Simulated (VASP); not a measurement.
SrCd: single point with LDA

Crystal: SrCd.

```xyz
2
Lattice="4.0030 -0.0400 -0.0400 -0.0400 4.0030 -0.0400 -0.0400 -0.0400 4.0030" Properties=species:S:1:pos:R:3 pbc="T T T"
Sr    1.9615    1.9615    1.9615
Cd    0.0000    0.0000    0.0000
```

This cell differs from its parent crystal: equal xy, yz and zx shear strains of -2 %.

```yaml
Program: VASP 6.6.1
Task: single point
Functional: LDA
Potentials_or_basis: VASP PAW LDA potentials, release 64 (Sr_sv, Cd)
Cutoff: 520 eV
k_mesh: 10 × 10 × 10
Occupations: fermi-dirac, width 0.08 eV
Spin: no spin polarisation
```

The pressure is -1.9 GPa. The band gap on the k mesh is zero (band 11 reaches 3.40 eV, above the bottom of band 12 at 1.25 eV).

Stress tensor (GPa, compression positive):
```
-1.92  0.43  0.43
 0.43 -1.92  0.43
 0.43  0.43 -1.92
```

Levels at points of the mesh, in eV from the Fermi level:
```tsv
k point	band 7	band 8	band 9	band 10	band 11	band 12	band 13	band 14	band 15	band 16
(0.00, 0.00, 0.00)	-8.50	-8.46	-8.46	-5.83	1.33	1.33	3.99	4.01	4.01	5.11
(0.50, 0.00, 0.00)	-8.50	-8.46	-8.45	-3.62	-2.42	1.69	2.13	2.31	5.21	6.11
(0.50, 0.50, 0.00)	-8.54	-8.53	-8.34	-3.18	-0.05	0.11	1.09	3.80	3.84	6.17
(0.50, 0.50, 0.50)	-8.55	-8.34	-8.34	-0.85	-0.82	-0.82	-0.73	4.58	4.58	4.90
```

It took 84 s on 1 thread of AMD EPYC 7R43 64-Core Processor (Zen 3), with other jobs on the host, peak memory 0.22 GiB.

Caveat: the cell differs from its parent crystal (equal xy, yz and zx shear strains of -2 %).
